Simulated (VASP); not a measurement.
# O (C2/m) in VASP: further runs

Runs on O. Level: LDA. Tasks: single point.

Everything below comes from runs of VASP 6.6.1. Logs are shortened: lines on timing, memory, paths and dates and some standing lists are left out, and cuts for length are marked.

## 1. The cell of the first run

Symmetry: C2/m, No. 12, monoclinic system. Conventional cell: a = 5.703 Å, b = 3.325 Å, c = 4.363 Å, α = 90.00°, β = 123.29°, γ = 90.00°. Within 1.6 Å of O (site symmetry m) lie 1 O at 1.22 Å.

## 2. Single point, LDA

INCAR reads:

```
PREC = Accurate
ENCUT = 520
EDIFF = 1E-7
ISMEAR = -1
SIGMA = 0.05
LREAL = False
LASPH = True
NELM = 80
ALGO = Normal
ISIF = 2
LWAVE = False
LCHARG = False
NBANDS = 13
```

KPOINTS reads:

```
regular mesh
0
Gamma
  10 10 7
```

POSCAR reads:

```
O
1.0
    2.8514028533     -1.6624159400      0.0000000000
    2.8514028533      1.6624159400      0.0000000000
   -2.3944914034      0.0000000000      3.6470501824
O
2
Direct
    0.9745461700      0.9745461700      0.8444259800
    0.0254538300      0.0254538300      0.1555740200
```

Potentials or basis: VASP PAW LDA potentials, release 64 (O).

Launch:

```sh
> cat potpaw_LDA.64/O/POTCAR > POTCAR
> mpirun -np 1 vasp_std > vasp.out
```

OUTCAR:

```text
PREC = Accurate
   ENCUT = 520
   EDIFF = 1E-7
   ISMEAR = -1
   LREAL = False
   LASPH = True
   NELM = 80
   ISIF = 2

 ion  position               nearest neighbor table
   1  0.975  0.975  0.844-   2 1.22
   2  0.025  0.025  0.156-   1 1.22

  LATTYP: Found a base centered monoclinic cell.
 ALAT       =     5.7028057066
 B/A-ratio  =     0.5830168607
 C/A-ratio  =     0.7650377976
 COS(beta)  =    -0.5488350190

  Lattice vectors:

 A1 = (   2.8514028533,  -1.6624159400,   0.0000000000)
 A2 = (   2.8514028533,   1.6624159400,   0.0000000000)
 A3 = (  -2.3944914034,   0.0000000000,   3.6470501824)

Analysis of symmetry for initial positions (statically):
=====================================================================
 Subroutine PRICEL returns:
 Original cell was already a primitive cell.

 Routine SETGRP: Setting up the symmetry group for a
 base centered monoclinic supercell.

 Subroutine GETGRP returns: Found  4 space group operations
 (whereof  4 operations were pure point group operations)
 out of a pool of  4 trial point group operations.

The static configuration has the point symmetry C_2h.

Analysis of symmetry for dynamics (positions and initial velocities):
=====================================================================
 Subroutine PRICEL returns:
 Original cell was already a primitive cell.

 Routine SETGRP: Setting up the symmetry group for a
 base centered monoclinic supercell.

 Subroutine GETGRP returns: Found  4 space group operations
 (whereof  4 operations were pure point group operations)
 out of a pool of  4 trial point group operations.

The dynamic configuration has the point symmetry C_2h.

 Subroutine INISYM returns: Found  4 space group operations
 (whereof  4 operations are pure point group operations),
 and found     1 'primitive' translations

----------------------------------------------------------------------------------------

                                     Primitive cell

  volume of cell :      34.5756

  direct lattice vectors                    reciprocal lattice vectors
     2.851402853 -1.662415940  0.000000000     0.175352283 -0.300767087  0.115128532
     2.851402853  1.662415940  0.000000000     0.175352283  0.300767087  0.115128532
    -2.394491403  0.000000000  3.647050182     0.000000000  0.000000000  0.274194198

  length of vectors
     3.300624939  3.300624939  4.362861918     0.366693118  0.366693118  0.274194198

  position of ions in fractional coordinates (direct lattice)
     0.974546170  0.974546170  0.844425980
     0.025453830  0.025453830  0.155574020

  ion indices of the primitive-cell ions
   primitive index   ion index
                 1           1
                 2           2

----------------------------------------------------------------------------------------

 KPOINTS: regular mesh

Automatic generation of k-mesh.
 Grid dimensions read from file:
 generate k-points for:   10   10    7

 Generating k-lattice:

  Cartesian coordinates                     Fractional coordinates (reciprocal lattice)
     0.017535228 -0.030076709  0.011512853     0.100000000  0.000000000  0.000000000
     0.017535228  0.030076709  0.011512853     0.000000000  0.100000000  0.000000000
     0.000000000  0.000000000  0.039170600     0.000000000  0.000000000  0.142857143

  Length of vectors
     0.036669312  0.036669312  0.039170600

  Shift w.r.t. Gamma in fractional coordinates (k-lattice)
     0.000000000  0.000000000  0.000000000

 Subroutine IBZKPT returns following result:
 ===========================================

 Found    196 irreducible k-points:

 Following reciprocal coordinates:
            Coordinates               Weight
  0.000000  0.000000  0.000000      1.000000
  0.100000 -0.000000  0.000000      4.000000
  0.200000 -0.000000  0.000000      4.000000
  0.300000  0.000000  0.000000      4.000000
  0.400000 -0.000000  0.000000      4.000000
  0.500000  0.000000  0.000000      2.000000
[... 16 lines left out ...]
  0.300000  0.300000 -0.000000      2.000000
  0.400000  0.300000  0.000000      4.000000
 [... further k-points ...]
   k-points           NKPTS =    196   k-points in BZ     NKDIM =    196   number of bands    NBANDS=     13
   number of dos      NEDOS =    301   number of ions     NIONS =      2
   total plane-waves  NPLWV =  25088
   dimension x,y,z NGX =    28 NGY =   28 NGZ =   32
   dimension x,y,z NGXF=    56 NGYF=   56 NGZF=   64
   ions per type =               2
   NGX,Y,Z   is equivalent  to a cutoff of  14.10, 14.10, 12.19 a.u.
   NGXF,Y,Z  is equivalent  to a cutoff of  28.21, 28.21, 24.39 a.u.
 SYSTEM =  unknown system
   PREC   = accura    normal or accurate (medium, high low for compatibility)
   ISTART =      0    job   : 0-new  1-cont  2-samecut
   ICHARG =      2    charge: 1-file 2-atom 10-const
   ISPIN  =      1    spin polarized calculation?
   LNONCOLLINEAR =      F non collinear calculations
   LSORBIT =      F    spin-orbit coupling
   LASPH  =      T    aspherical Exc in radial PAW
   ENCUT  =  520.0 eV  38.22 Ry    6.18 a.u.   6.14  6.14  8.11*2*pi/ulx,y,z
   NELM   =     80;   NELMIN=  2; NELMDL= -5     # of ELM steps
   EDIFF  = 0.1E-06   stopping-criterion for ELM
   LREAL  =      F    real-space projection
   EDIFFG = 0.1E-05   stopping-criterion for IOM
   NSW    =      0    number of steps for IOM
   IBRION =     -1    ionic relax: 0-MD 1-quasi-New 2-CG
   NFREE  =      0    steps in history (QN), initial steepest desc. (CG)
   ISIF   =      2    stress and relaxation
   ISYM   =      2    0-nonsym 1-usesym 2-fastsym
   POTIM  = 0.5000    time-step for ionic-motion
   TEBEG  =    0.0;   TEEND  =   0.0 temperature during run
   PSTRESS=    0.0 pullay stress
   NELECT =      12.0000    total number of electrons
   NUPDOWN=      -1.0000    fix difference up-down
   EMIN   =  10.00;   EMAX   =-10.00  energy-range for DOS
   EFERMI =   0.00;   METHOD = LEGACY
   ISMEAR =    -1;   SIGMA  =   0.05  broadening in eV -4-tet -1-fermi 0-gaus
   EFERMI_NEDOS =   21; number of points for ismear=-14 and -15
   IALGO  =     38    algorithm
   IMIX   =      4    mixing-type and parameters
     AMIX     =   0.40;   BMIX     =  1.00
     AMIX_MAG =   1.60;   BMIX_MAG =  1.00
  volume/ion in A,a.u.               =      17.29       116.66
  Fermi-wavevector in a.u.,A,eV,Ry     =   1.150479  2.174089 18.008688  1.323601
  Thomas-Fermi vector in A             =   2.287142
   LORBIT       =      0    0 simple, 1 ext, 2 COOP (PROOUT), +10 PAW based schemes
   GGA     = CA    functional components
   LHFCALC =     F    Hartree Fock is set to
   AEXX    =    0.0000 exact exchange contribution
   IVDW    =     0    specifies the selected vdW correction
   LEPSILON=     F    determine dielectric tensor
   LRPA    =     F    only Hartree local field effects (RPA)
 non-spin polarized calculation
  energy-cutoff  :      520.00
  volume of cell :       34.58
 maximum number of plane-waves:       948
 NGX is ok and might be reduce to    28
   NGX = 13   NGY = 13   NGZ = 17

 number of electron      11.9999999 magnetization

 Free energy of the ion-electron system (eV)
  ---------------------------------------------------
  ext. energy  EPLUGINS =         0.00000000
  ---------------------------------------------------
  free energy    TOTEN  =        -9.99536581 eV

  energy without entropy =       -9.94416968  energy(sigma->0) =       -9.96976774

 E-fermi :  -2.1342     XC(G=0):  -8.0985

 val. band max:       -2.1358251961   @ k =  -0.4000   0.4000   0.0000
 cond. band min:      -2.1334166046   @ k =  -0.1000  -0.3000   0.1429
 fundamental gap:      0.0024085915
 Fermi energy:        -2.1342110603

 k-point     1 :       0.0000    0.0000    0.0000
  band No.  band energies     occupation
      1     -28.4302      2.00000
      2     -15.4863      2.00000
      3      -9.9242      2.00000
      4      -8.4036      2.00000
      5      -8.3657      2.00000
      6      -2.2322      1.75322
      7      -1.9421      0.04198
      8       4.2416      0.00000
      9       8.1762      0.00000
     10      11.6813      0.00000
     11      12.9256      0.00000
     12      15.5792      0.00000
     13      16.5998      0.00000

 k-point     2 :       0.1000   -0.0000    0.0000
  band No.  band energies     occupation
      1     -28.4193      2.00000
      2     -15.4898      2.00000
      3      -9.9069      2.00000
      4      -8.4775      2.00000
      5      -8.3886      2.00000
      6      -2.2168      1.67838
      7      -1.9817      0.09048
      8       4.4539      0.00000
      9       8.1652      0.00000
     10      11.4183      0.00000
     11      13.3344      0.00000
     12      14.7436      0.00000
     13      16.2903      0.00000

 k-point     3 :       0.2000   -0.0000    0.0000
  band No.  band energies     occupation
      1     -28.3907      2.00000
      2     -15.4984      2.00000
      3      -9.8572      2.00000
      4      -8.6884      2.00000
      5      -8.4301      2.00000
      6      -2.2020      1.59006
      7      -2.0600      0.36957
      8       5.0453      0.00000
      9       8.1369      0.00000
     10      11.1504      0.00000
     11      12.7293      0.00000
     12      14.7051      0.00000
     13      15.2532      0.00000
[... 305 lines left out ...]
 k-point    23 :       0.3000    0.3000   -0.0000
  band No.  band energies     occupation
      1     -28.3398      2.00000
      2     -15.6434      2.00000
      3      -9.7162      2.00000
      4      -8.8039      2.00000
      5      -8.6353      2.00000
      6      -2.1381      1.03908
      7      -1.8220      0.00388
      8       6.1463      0.00000
      9       8.0672      0.00000
     10       9.1038      0.00000
     11      11.7312      0.00000
     12      13.5194      0.00000
     13      15.5023      0.00000

 k-point    24 :       0.4000    0.3000    0.0000
  band No.  band energies     occupation
      1     -28.3184      2.00000
      2     -15.6626      2.00000
      3      -9.6258      2.00000
      4      -8.9497      2.00000
      5      -8.7054      2.00000
      6      -2.1391      1.04850
      7      -1.8418      0.00575
      8       6.7179      0.00000
      9       8.0952      0.00000
     10       9.1326      0.00000
     11      10.8337      0.00000
     12      13.0154      0.00000
     13      15.4691      0.00000

 [... further k-points ...]

------------------------ aborting loop because EDIFF is reached ----------------------------------------

  FORCE on cell =-STRESS in cart. coord.  units (eV):
  Direction    XX          YY          ZZ          XY          YZ          ZX
  --------------------------------------------------------------------------------------
  -------------------------------------------------------------------------------------
  Total       -0.4936056     -1.1974875     -0.9666111      0.0000000      0.0000000      0.1670916
  in kB      -22.8728681    -55.4895965    -44.7911661      0.0000000      0.0000000      7.7427481
  external PRESSURE =     -41.0512102 kB  Pullay stress =       0.0000000 kB

 VOLUME and BASIS-vectors are now :
 -----------------------------------------------------------------------------
  energy-cutoff  :      520.00
  volume of cell :       34.58
      direct lattice vectors                 reciprocal lattice vectors
     2.851402853 -1.662415940  0.000000000     0.175352283 -0.300767087  0.115128532
     2.851402853  1.662415940  0.000000000     0.175352283  0.300767087  0.115128532
    -2.394491403  0.000000000  3.647050182     0.000000000  0.000000000  0.274194198

 POSITION                                       TOTAL-FORCE (eV/Angst)
 -----------------------------------------------------------------------------------
      3.53568      0.00000      3.07966        -0.148102      0.000000     -0.027865
     -0.22736      0.00000      0.56739         0.148102      0.000000      0.027865
 -----------------------------------------------------------------------------------
    total drift:                                0.000000      0.000000      0.000000

  FREE ENERGIE OF THE ION-ELECTRON SYSTEM (eV)
  ---------------------------------------------------
  free  energy   TOTEN  =        -9.9953658055 eV

  energy  without entropy=       -9.9441696819  energy(sigma->0) =       -9.96976774
```

Wall time 99 s (1 thread of Intel Xeon Platinum 8488C (Sapphire Rapids), shared host); peak memory 0.18 GiB.

What came out:

- Free energy: -9.9954 eV
- Pressure: -4.1 GPa
- Largest force: 0.151 eV/Å
- Band gap on the k mesh: zero (band 6 reaches -2.00 eV, above the bottom of band 7 at -2.28 eV)

Forces on the atoms (eV/Å):
```
O   -0.148  0.000 -0.028
O    0.148  0.000  0.028
```

Stress tensor (GPa, compression positive):
```
-2.29  0.00  0.77
 0.00 -5.55  0.00
 0.77  0.00 -4.48
```

Caveat: the standard files for N, O and F lose accuracy on very short bonds; spin is off for a triplet molecule.

## 3. Single point, LDA

INCAR reads:

```
SYSTEM = O
PREC     = Accurate       ! precision mode
ENCUT    = 520            ! plane-wave cutoff, eV
EDIFF    = 1E-6           ! SCF threshold, eV
ISMEAR   = -1             ! smearing method
SIGMA    = 0.05           ! smearing width, eV
LREAL    = .FALSE.        ! projectors in reciprocal space
LASPH    = .TRUE.         ! aspherical terms in the spheres
NELM     = 100            ! most SCF steps
ALGO     = Normal         ! electronic algorithm
ISIF     = 2              ! what is computed and relaxed
LWAVE    = .FALSE.        ! write WAVECAR
LCHARG   = .FALSE.        ! write CHGCAR
NBANDS   = 13             ! bands
```

KPOINTS reads:

```
Automatic mesh
0
G
  10 10 7
  0 0 0
```

POSCAR is that of step 2.

Potentials or basis: VASP PAW LDA potentials, release 64 (O).

Launch:

```sh
> cat potpaw_LDA.64/O/POTCAR > POTCAR
> mpirun -np 1 vasp_std > vasp.out
```

It took 87 s on 1 thread of Intel Xeon Platinum 8488C (Sapphire Rapids), shared host; peak memory 0.18 GiB.

The run converged. Its results:

| Property | Result |
| --- | --- |
| Free energy | -9.9954 eV |
| Pressure | -4.1 GPa |
| Largest force | 0.151 eV/Å |
| Band gap on the k mesh | zero (band 6 reaches -2.00 eV, above the bottom of band 7 at -2.28 eV) |

Forces on the atoms (eV/Å):
```
O   -0.148  0.000 -0.028
O    0.148  0.000  0.028
```

Stress tensor (GPa, compression positive):
```
-2.30  0.00  0.78
 0.00 -5.57  0.00
 0.78  0.00 -4.52
```

Levels at points of the mesh, in eV from the Fermi level:
| k point | band 2 | band 3 | band 4 | band 5 | band 6 | band 7 | band 8 | band 9 | band 10 | band 11 |
| --- | --- | --- | --- | --- | --- | --- | --- | --- | --- | --- |
| (0.00, 0.00, 0.00) | -13.35 | -7.79 | -6.27 | -6.23 | -0.10 | 0.19 | 6.38 | 10.31 | 13.81 | 15.06 |
| (0.50, 0.00, 0.00) | -13.39 | -7.42 | -7.26 | -6.40 | -0.29 | 0.13 | 9.48 | 10.51 | 10.88 | 14.49 |
| (0.50, 0.50, 0.00) | -13.58 | -7.32 | -7.03 | -6.62 | -0.02 | 0.38 | 9.59 | 10.23 | 11.11 | 12.01 |

Caveat: the standard files for N, O and F lose accuracy on very short bonds; spin is off for a triplet molecule.

## 4. Single point, LDA

This run uses another cell than the first one, of 17.63 Å³/atom, 1.020 times its volume.

INCAR reads:

```
PREC     = Accurate       # precision mode
ENCUT    = 520            # plane-wave cutoff, eV
EDIFF    = 1E-7           # SCF threshold, eV
ISMEAR   = -1             # smearing method
SIGMA    = 0.05           # smearing width, eV
LREAL    = F              # projectors in reciprocal space
LASPH    = T              # aspherical terms in the spheres
NELM     = 60             # most SCF steps
ALGO     = Normal         # electronic algorithm
ISIF     = 2              # what is computed and relaxed
LWAVE    = F              # write WAVECAR
LCHARG   = T              # write CHGCAR
GGA      = CA             # functional
LELF     = T              # ELF
LVHAR    = T            
NBANDS   = 13             # bands
```

KPOINTS reads:

```
regular mesh
0
Gamma
  10 10 7
```

POSCAR reads:

```
O
1.0
    2.8702868662     -1.6734256379      0.0000000000
    2.8702868662      1.6734256379      0.0000000000
   -2.4103494245      0.0000000000      3.6712035365
O
2
Direct
    0.9745461700      0.9745461700      0.8444259800
    0.0254538300      0.0254538300      0.1555740200
```

Launch:

```sh
> cat potpaw_LDA.64/O/POTCAR > POTCAR
> mpirun -np 1 vasp_std > vasp.out
```

Wall time 2 min (1 thread of Intel Xeon Platinum 8488C (Sapphire Rapids), shared host); peak memory 0.19 GiB.

It converged, with:

```
Free energy            : -9.9768 eV
Pressure               : -5.1 GPa
Largest force          : 0.637 eV/Å
Band gap on the k mesh : zero (band 6 reaches -2.15 eV, above the bottom of band 7 at -2.41 eV)
```

Forces in eV/Å, atoms in the order of the input:
```
O   -0.362  0.000  0.524
O    0.362  0.000 -0.524
```

Stress tensor (GPa, compression positive):
```
-2.69  0.00  1.86
 0.00 -5.31  0.00
 1.86  0.00 -7.17
```

Levels at points of the mesh, in eV from the Fermi level:
```csv
k point,band 4,band 5,band 6,band 7,band 8,band 9
"(0.00, 0.00, 0.00)",-6.15,-6.11,-0.09,0.18,6.36,10.07
"(0.50, 0.00, 0.00)",-7.17,-6.27,-0.27,0.13,9.39,10.34
"(0.50, 0.50, 0.00)",-6.95,-6.49,-0.02,0.37,9.38,10.24
```

Caveat: the standard files for N, O and F lose accuracy on very short bonds; spin is off for a triplet molecule.

## 5. Single point, LDA

This run uses another cell than the first one, of 17.98 Å³/atom, 1.040 times its volume.

INCAR reads:

```
ALGO = Normal
EDIFF = 1E-7
ENCUT = 520
ISIF = 2
ISMEAR = -1
LASPH = True
LCHARG = False
LREAL = False
LWAVE = False
NBANDS = 13
NELM = 60
PREC = Accurate
SIGMA = 0.05
```

KPOINTS reads:

```
k-points
0
Gamma
  10 10 7
```

POSCAR reads:

```
O
1.0
    2.8889256149     -1.6842923427      0.0000000000
    2.8889256149      1.6842923427      0.0000000000
   -2.4260014827      0.0000000000      3.6950431885
O
2
Direct
    0.9745461700      0.9745461700      0.8444259800
    0.0254538300      0.0254538300      0.1555740200
```

Launch:

```sh
> cat potpaw_LDA.64/O/POTCAR > POTCAR
> mpirun -np 1 vasp_std > vasp.out
```

It took 2.1 min on 1 thread of Intel Xeon Platinum 8488C (Sapphire Rapids), shared host; peak memory 0.19 GiB.

The run converged. Its results:

```yaml
Free_energy: -9.9543 eV
Pressure: -5.9 GPa
Largest_force: 1.179 eV/Å
Band_gap_on_the_k_mesh: zero (band 6 reaches -2.29 eV, above the bottom of band 7 at -2.54 eV)
```

Forces on the atoms (eV/Å):
```
O   -0.561  0.000  1.037
O    0.561  0.000 -1.037
```

Stress tensor (GPa, compression positive):
```
-3.04  0.00  2.84
 0.00 -5.08  0.00
 2.84  0.00 -9.59
```

Levels at points of the mesh, in eV from the Fermi level:
| k point | band 3 | band 4 | band 5 | band 6 | band 7 | band 8 | band 9 | band 10 |
| --- | --- | --- | --- | --- | --- | --- | --- | --- |
| (0.00, 0.00, 0.00) | -7.57 | -6.03 | -5.99 | -0.09 | 0.18 | 6.34 | 9.83 | 13.72 |
| (0.50, 0.00, 0.00) | -7.11 | -7.09 | -6.15 | -0.26 | 0.12 | 9.28 | 10.20 | 10.80 |
| (0.50, 0.50, 0.00) | -7.02 | -6.88 | -6.36 | -0.02 | 0.35 | 9.18 | 10.25 | 11.07 |

Caveat: the standard files for N, O and F lose accuracy on very short bonds; spin is off for a triplet molecule; forces of over 1 eV/Å act on the atoms, so gaps and moduli don't describe the material at rest.

## 6. Summary

| cell | gap on the mesh (eV) | pressure (GPa) | largest force (eV/Å) |
| --- | --- | --- | --- |
| a = 3.301, b = 3.301, c = 4.363 Å, angles 118.3, 118.3, 60.5°, 2 atoms | none | -4.1 | 0.15 |
| a = 3.322, b = 3.322, c = 4.392 Å, angles 118.3, 118.3, 60.5°, 2 atoms | none | -5.1 | 0.64 |
| a = 3.344, b = 3.344, c = 4.420 Å, angles 118.3, 118.3, 60.5°, 2 atoms | none | -5.9 | 1.18 |

Alike in all rows: task single point; level LDA; potentials or basis VASP PAW LDA potentials, release 64 (O); no spin polarisation; k mesh 10 × 10 × 7; cutoff (eV) 520; smearing fermi-dirac 0.05 eV.

Caveats: the standard files for N, O and F lose accuracy on very short bonds; spin is off for a triplet molecule; forces of over 1 eV/Å act on the atoms, so gaps and moduli don't describe the material at rest (some runs).

Absolute energies hang on the potentials; compare differences alone.
